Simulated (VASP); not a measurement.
Input of a VASP 6.6.1 run:

INCAR

```
SYSTEM = Rb
PREC = Accurate ; ENCUT = 500
EDIFF = 1E-6 ; ISMEAR = 0
SIGMA = 0.1 ; LREAL = .FALSE.
LASPH = .TRUE. ; NELM = 120
ALGO = Normal ; ISIF = 2
LWAVE = .FALSE. ; LCHARG = .FALSE.
GGA = PS ; NBANDS = 10
GGA_COMPAT = .FALSE.
```

KPOINTS

```
regular mesh
0
G
  5 5 5
  0 0 0
```

POSCAR

```
Rb
1.0
    3.0079860641      0.0000000000      0.0000000000
    0.0000000000      3.0079860641      0.0000000000
    0.0000000000      0.0000000000      3.0079860641
Rb
1
Direct
    0.0000000000      0.0000000000      0.0000000000
```

Potentials or basis: VASP PAW PBE potentials, release 64 (Rb_sv).

The run is started by

```sh
$ cat potpaw_PBE.64/Rb_sv/POTCAR > POTCAR
$ mpirun -np 1 vasp_std > vasp.out
```

Task: Predict the pressure.

Result: 15.4 GPa.

Caveat: the k points lie up to 0.42 Å⁻¹ apart; the PAW data sets were made with another functional, which shifts forces and pressure a little.
